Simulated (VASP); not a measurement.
Runs of VASP 6.6.1 on CdH2O2. The structure is that of space group P-3m1 (No. 164), or close to it. The cells are those of the table. 

```tsv
potentials or basis	cell	cutoff (eV)	second run	gap on the mesh (eV)	pressure (GPa)	largest force (eV/Å)
VASP PAW PBE potentials, release 64 (Cd, H, O)	a = 3.444, b = 3.444, c = 4.548 Å, angles 90.0, 90.0, 120.0°, 5 atoms	520	-	1.77	8.5	1.68
VASP PAW PBE potentials, release 64 (Cd_sv_GW, H, O)	a = 3.444, b = 3.444, c = 4.548 Å, angles 90.0, 90.0, 120.0°, 5 atoms	600	valence_matched	1.78	7.1	1.68
VASP PAW PBE potentials, release 64 (Cd, H, O)	a = 3.562, b = 3.562, c = 4.704 Å, angles 90.0, 90.0, 120.0°, 5 atoms	520	-	1.50	-3.9	0.35
VASP PAW PBE potentials, release 64 (Cd_sv_GW, H, O)	a = 3.468, b = 3.468, c = 4.580 Å, angles 90.0, 90.0, 120.0°, 5 atoms	600	valence_matched	(a)	4.2	1.30
VASP PAW PBE potentials, release 64 (Cd, H, O)	a = 3.492, b = 3.492, c = 4.612 Å, angles 90.0, 90.0, 120.0°, 5 atoms	520	-	1.66	(b)	0.95
VASP PAW PBE potentials, release 64 (Cd, H, O)	a = 3.468, b = 3.468, c = 4.580 Å, angles 90.0, 90.0, 120.0°, 5 atoms	520	-	1.71	5.5	1.31
VASP PAW PBE potentials, release 64 (Cd, H, O)	a = 3.584, b = 3.584, c = 4.734 Å, angles 90.0, 90.0, 120.0°, 5 atoms	520	-	1.45	-5.7	0.26
VASP PAW PBE potentials, release 64 (Cd, H, O)	a = 3.539, b = 3.539, c = 4.674 Å, angles 90.0, 90.0, 120.0°, 5 atoms	520	-	1.55	-1.9	(c)
```

Alike in all rows: task single point; level PBEsol; no spin polarisation; k mesh 6 × 6 × 4; smearing gaussian 0.01 eV.

Question: Fill in the values left out.

Answer: (a) 1.72; (b) 2.7; (c) 0.53.

Caveats: the PAW data sets were made with another functional, which shifts forces and pressure a little.

A k mesh can miss the band edges, and the runs leave out spin-orbit coupling on Cd.

The runs don't all hold the same shells in valence.
